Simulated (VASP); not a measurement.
A run of VASP 6.6.1 is set up as follows.

Contents of INCAR:

```
PREC = Accurate ; ENCUT = 520
EDIFF = 1E-7 ; ISMEAR = 1
SIGMA = 0.05 ; LREAL = F
LASPH = T ; NELM = 80
ALGO = Normal ; ISIF = 2
LWAVE = F ; LCHARG = F
GGA = PE ; IVDW = 12
NBANDS = 16
```

Contents of KPOINTS:

```
regular mesh
0
Gamma
  12 12 4
```

File POSCAR:

```
BN
1.0
    2.4477203560      0.0000000000      0.0000000000
   -1.2238601780      2.1703573356      0.0000000000
    0.0000000000      0.0000000000      6.5923998870
B N
2 2
Direct
   -0.1383014547      0.0000000000      0.5000000000
    0.4718745842      0.6666666667      0.0000000000
    0.1378735981      0.0000000000      0.0000000000
    0.5286080042      0.3333333333      0.5000000000
```

Potentials or basis: VASP PAW PBE potentials, release 64 (B, N).

Command:

```console
$ cat potpaw_PBE.64/B/POTCAR potpaw_PBE.64/N/POTCAR > POTCAR
$ mpirun -np 1 vasp_std > vasp.out
```

**Question.** Estimate the pressure.

**Answer.** 9.3 GPa.

**Question.** What does it give for the band gap on the k mesh?

**Answer.** 3.60 eV (least direct gap 3.95 eV).

**Question.** What does it give for the largest force?

**Answer.** 0.401 eV/Å.

**Question.** What does it give for the dispersion energy per atom?

**Answer.** -0.146 eV.

Forces on the atoms (eV/Å):
```
B    0.031 -0.354  0.000
B   -0.056 -0.337  0.000
N    0.018  0.290  0.000
N    0.007  0.401  0.000
```

Caveat: the cell differs from its parent crystal (atoms displaced along a vibrational mode, the cell strained); the stress differs along the axes, from 1 to 23 GPa. A k mesh can miss the band edges.
